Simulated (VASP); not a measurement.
# MgO (P6_3mc) in VASP: further runs, part 2 of 2

VASP 6.6.1.

## 4. Single point, PBEsol (volume scaled by 0.98)

The input, INCAR:

```
SYSTEM = MgO
PREC = Accurate ; ENCUT = 520
EDIFF = 1E-7 ; ISMEAR = -1
SIGMA = 0.05 ; LREAL = .False.
LASPH = .True. ; NELM = 100
ALGO = Normal ; ISIF = 2
LWAVE = .False. ; LCHARG = .False.
GGA = PS ; NBANDS = 16
```

The input, KPOINTS:

```
regular mesh
0
Gamma
  9 9 6
  0 0 0
```

The input, POSCAR:

```
MgO
1.0
    3.2855864049      0.0000000000      0.0000000000
   -1.6427932025      2.8454012930      0.0000000000
    0.0000000000      0.0000000000      4.9494385035
Mg O
2 2
Direct
    0.6666666667      0.3333333333      0.5021597400
    0.3333333333      0.6666666667      0.0021597400
    0.6666666667      0.3333333333      0.9024402600
    0.3333333333      0.6666666667      0.4024402600
```

Potentials or basis: VASP PAW PBE potentials, release 64 (Mg, O).

Started as:

```
$ cat potpaw_PBE.64/Mg/POTCAR potpaw_PBE.64/O/POTCAR > POTCAR
$ mpirun -np 1 vasp_std > vasp.out
```

OUTCAR:

```text
SYSTEM = MgO
   PREC = Accurate
   ENCUT = 520
   EDIFF = 1E-7
   ISMEAR = -1
   LREAL = .False.
   LASPH = .True.
   NELM = 100
   ISIF = 2
   GGA = PS

 ion  position               nearest neighbor table
   1  0.667  0.333  0.502-   4 1.96   4 1.96   4 1.96   3 1.98   2 3.12   2 3.12   2 3.12   2 3.12
                             2 3.12   2 3.12
   2  0.333  0.667  0.002-   3 1.96   3 1.96   3 1.96   4 1.98   1 3.12   1 3.12   1 3.12   1 3.12
                             1 3.12   1 3.12
   3  0.667  0.333  0.902-   2 1.96   2 1.96   2 1.96   1 1.98
   4  0.333  0.667  0.402-   1 1.96   1 1.96   1 1.96   2 1.98
[... 659 lines left out ...]
  --------------------------------------------------------------------------------------
  -------------------------------------------------------------------------------------
  Total        0.8066932      0.8066932      0.7033534     -0.0000000      0.0000000      0.0000000
  in kB       27.9322944     27.9322944     24.3540862     -0.0000000      0.0000000      0.0000000
  external PRESSURE =      26.7395583 kB  Pullay stress =       0.0000000 kB

 VOLUME and BASIS-vectors are now :
 -----------------------------------------------------------------------------
  energy-cutoff  :      520.00
  volume of cell :       46.27
      direct lattice vectors                 reciprocal lattice vectors
     3.285586405  0.000000000  0.000000000     0.304359672  0.175722138  0.000000000
    -1.642793203  2.845401293  0.000000000     0.000000000  0.351444277  0.000000000
     0.000000000  0.000000000  4.949438503     0.000000000  0.000000000  0.202043121

 POSITION                                       TOTAL-FORCE (eV/Angst)
 -----------------------------------------------------------------------------------
      1.64279      0.94847      2.48541        -0.000000      0.000000     -0.010370
     -0.00000      1.89693      0.01069        -0.000000      0.000000     -0.010370
      1.64279      0.94847      4.46657         0.000000     -0.000000      0.010370
     -0.00000      1.89693      1.99185        -0.000000      0.000000      0.010370
 -----------------------------------------------------------------------------------
    total drift:                               -0.000000      0.000000      0.001538

  FREE ENERGIE OF THE ION-ELECTRON SYSTEM (eV)
  ---------------------------------------------------
  free  energy   TOTEN  =       -24.5412161427 eV

  energy  without entropy=      -24.5412161426  energy(sigma->0) =      -24.54121614
```

stdout:

```text
POSCAR found type information on POSCAR MgO
 POSCAR found :  2 types and       4 ions
 scaLAPACK will be used
 -----------------------------------------------------------------------------
|                                                                             |
|                                                                             |
|     You enforced a specific xc type in the INCAR file but a different       |
|     I HOPE YOU KNOW WHAT YOU ARE DOING!                                     |
|                                                                             |
 -----------------------------------------------------------------------------

 LDA part: xc-table for (Slater+PW92), standard interpolation
 POSCAR, INCAR and KPOINTS ok, starting setup
 FFT: planning ... GRIDC
 FFT: planning ... GRID_SOFT
 FFT: planning ... GRID
 WAVECAR not read
 entering main loop
```

Run time: 46 s. Hardware: 1 thread of Intel Xeon 8259CL, shared host; peak memory 0.18 GiB.

What came out:

- Free energy: -24.5412 eV
- Pressure: 2.7 GPa
- Largest force: 0.010 eV/Å
- Band gap on the k mesh: 3.45 eV, direct

Forces on the atoms (eV/Å):
```
Mg   0.000  0.000 -0.010
Mg   0.000  0.000 -0.010
O    0.000  0.000  0.010
O    0.000  0.000  0.010
```

Stress tensor (GPa, compression positive):
```
2.79 0.00 0.00
0.00 2.79 0.00
0.00 0.00 2.44
```

Caveat: the cell differs from its parent crystal (volume scaled by 0.98); the PAW data sets were made with another functional, which shifts forces and pressure a little. A k mesh can miss the band edges.

## 5. Single point, LDA

This run uses another cell than the first one, of 11.80 Å³/atom, 1.042 times its volume.

The input, INCAR:

```
SYSTEM = MgO
PREC     = Accurate       ! precision mode
ENCUT    = 520            ! plane-wave cutoff, eV
EDIFF    = 1E-7           ! SCF threshold, eV
ISMEAR   = -1             ! smearing method
SIGMA    = 0.05           ! smearing width, eV
LREAL    = .FALSE.        ! projectors in reciprocal space
LASPH    = .TRUE.         ! aspherical terms in the spheres
NELM     = 80             ! most SCF steps
ALGO     = Normal         ! electronic algorithm
ISIF     = 2              ! what is computed and relaxed
LWAVE    = .FALSE.        ! write WAVECAR
LCHARG   = .FALSE.        ! write CHGCAR
NBANDS   = 16             ! bands
```

The input, KPOINTS:

```
Automatic mesh
0
G
  9 9 6
  0 0 0
```

The input, POSCAR:

```
MgO
1.0
    3.3077869865      0.0000000000      0.0000000000
   -1.6538934933      2.8646275606      0.0000000000
    0.0000000000      0.0000000000      4.9828816700
Mg O
2 2
Direct
    0.6666666667      0.3333333333      0.5021597400
    0.3333333333      0.6666666667      0.0021597400
    0.6666666667      0.3333333333      0.9024402600
    0.3333333333      0.6666666667      0.4024402600
```

Potentials or basis: VASP PAW LDA potentials, release 64 (Mg, O).

Started as:

```
$ cat potpaw_LDA.64/Mg/POTCAR potpaw_LDA.64/O/POTCAR > POTCAR
$ mpirun -np 1 vasp_std > vasp.out
```

It took 61 s on 1 thread of Intel Xeon 8259CL, shared host; peak memory 0.17 GiB.

The run converged. Its results:

* Free energy: -26.2284 eV
* Pressure: -5.4 GPa
* Largest force: 0.048 eV/Å
* Band gap on the k mesh: 3.36 eV, direct

Forces in eV/Å, atoms in the order of the input:
```
Mg   0.000  0.000  0.048
Mg   0.000  0.000  0.048
O    0.000  0.000 -0.048
O    0.000  0.000 -0.048
```

Stress tensor (GPa, compression positive):
```
-5.63  0.00  0.00
 0.00 -5.63  0.00
 0.00  0.00 -4.92
```

Levels at points of the mesh, in eV from the valence-band top:
```
           k point  band 4  band 5  band 6  band 7  band 8  band 9  band 10  band 11  band 12  band 13
(0.00, 0.00, 0.00)   -0.80   -0.80   -0.45   -0.45    0.00    3.36     8.31    10.16    13.81    13.81
(0.00, 0.00, 0.50)   -2.07   -0.63   -0.63   -0.63   -0.63    5.86     5.86    12.96    12.96    14.29
```

A k mesh can miss the band edges. Expect the measured gap to be larger: semilocal functionals such as LDA lack the derivative discontinuity.

## 6. The runs side by side

```csv
level,potentials or basis,cell,gap on the mesh (eV),pressure (GPa),largest force (eV/Å)
PBEsol,"VASP PAW PBE potentials, release 64 (Mg, O)","a = 3.263, b = 3.263, c = 4.916 Å, angles 90.0, 90.0, 120.0°, 4 atoms",3.57,5.6,0.03
LDA,"VASP PAW LDA potentials, release 64 (Mg, O)","a = 3.286, b = 3.286, c = 4.949 Å, angles 90.0, 90.0, 120.0°, 4 atoms",3.47,-3.0,0.03
PBEsol,"VASP PAW PBE potentials, release 64 (Mg, O)","a = 3.286, b = 3.286, c = 4.949 Å, angles 90.0, 90.0, 120.0°, 4 atoms",3.45,2.7,0.01
LDA,"VASP PAW LDA potentials, release 64 (Mg, O)","a = 3.308, b = 3.308, c = 4.983 Å, angles 90.0, 90.0, 120.0°, 4 atoms",3.36,-5.4,0.05
```

Alike in all rows: task single point; no spin polarisation; k mesh 9 × 9 × 6; cutoff (eV) 520; smearing fermi-dirac 0.05 eV.

Caveats: the PAW data sets were made with another functional, which shifts forces and pressure a little (some runs).

Absolute energies hang on the potentials; compare differences alone.
